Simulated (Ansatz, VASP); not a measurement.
One calculation of ZnAg3, two programs

```
Zn Ag
1.0
     4.04131    0.00000    0.00000
     0.00000    4.04131    0.00000
     0.00000    0.00000    4.04131
Zn Ag
1 3
Direct
  0.00000 0.00000 0.00000
  0.00000 0.50000 0.50000
  0.50000 0.00000 0.50000
  0.50000 0.50000 0.00000
```

Alike in both runs: task single point; functional LDA; k mesh 5 × 5 × 5; occupations fermi-dirac, width 0.05 eV; no spin polarisation.

|  | VASP | Ansatz |
| --- | --- | --- |
| version | VASP 6.6.1 | Ansatz 0.2.0 |
| potentials or method | VASP PAW LDA potentials, release 64 (Zn, Ag) | plane waves, PAW |
| plane-wave cutoff (eV) | 520 | 420 |
| valence electrons in the cell | 45 | 69 |

```csv
,VASP,Ansatz,Ansatz less VASP
gap on the k mesh at the Fermi level (eV),none,none,-
pressure (GPa),-8.0,-8.3,-0.26
```

LDA's correlation is that of Perdew and Zunger in VASP and of Perdew and Wang (1992) in Ansatz. A gap of «none» marks a metal or a gap that the smearing closes. VASP's potentials hold 45 valence electrons a cell and Ansatz's 69, so a difference there can come from the potentials and not from the codes. Ansatz's warnings: stress scf threshold loose.
